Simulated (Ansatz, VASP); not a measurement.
# BaAlAgC6N6 in VASP and in Ansatz

```
CELL_PARAMETERS angstrom
0.00000 5.62852 5.62852
5.62852 0.00000 5.62852
5.62852 5.62852 0.00000
ATOMIC_POSITIONS crystal
Ba 0.75000 0.75000 0.75000
Al 0.00000 0.00000 0.00000
Ag 0.50000 0.50000 0.50000
C 0.81724 0.18276 0.18276
C 0.18276 0.18276 0.81724
C 0.81724 0.18276 0.81724
C 0.18276 0.81724 0.81724
C 0.81724 0.81724 0.18276
C 0.18276 0.81724 0.18276
N 0.71346 0.28654 0.28654
N 0.28654 0.28654 0.71346
N 0.71346 0.28654 0.71346
N 0.28654 0.71346 0.71346
N 0.71346 0.71346 0.28654
N 0.28654 0.71346 0.28654
```

Alike in both runs: functional PBE; k mesh 4 × 4 × 4; occupations gaussian, width 0.1 eV; no spin polarisation.

Ansatz relaxed the structure, and its values are those at the end. VASP's run is a single point on that final structure, the one shown.

|  | VASP | Ansatz |
| --- | --- | --- |
| version | VASP 6.6.1 | Ansatz 0.2.0 |
| potentials or method | VASP PAW PBE potentials, release 64 (Ba_sv, Al, Ag, C, N), cutoff 520 eV | scalar-relativistic, plane waves, PAW |
| valence electrons in the cell | 78 | 86 |

|  | VASP | Ansatz | Ansatz less VASP |
| --- | --- | --- | --- |
| gap on the k mesh at the Fermi level (eV) | 1.63 | 1.66 | +0.030 |
| least direct gap on the mesh (eV) | 1.64 | 1.67 | +0.029 |
| pressure (GPa) | 0.6 | 0.3 | -0.34 |
| rms of the force components (eV/Å) | 0.206 | 0.011 | -0.1940 |

One of these differences is far larger than is usual between the two programs; its cause wasn't traced. The functional is the same, so the differences come from potentials, cutoffs and numerics. VASP's potentials hold 78 valence electrons a cell and Ansatz's 86, so a difference there can come from the potentials and not from the codes.

Neither program's run includes spin-orbit coupling. Noted on VASP's run: the standard files for N, O and F lose accuracy on very short bonds.
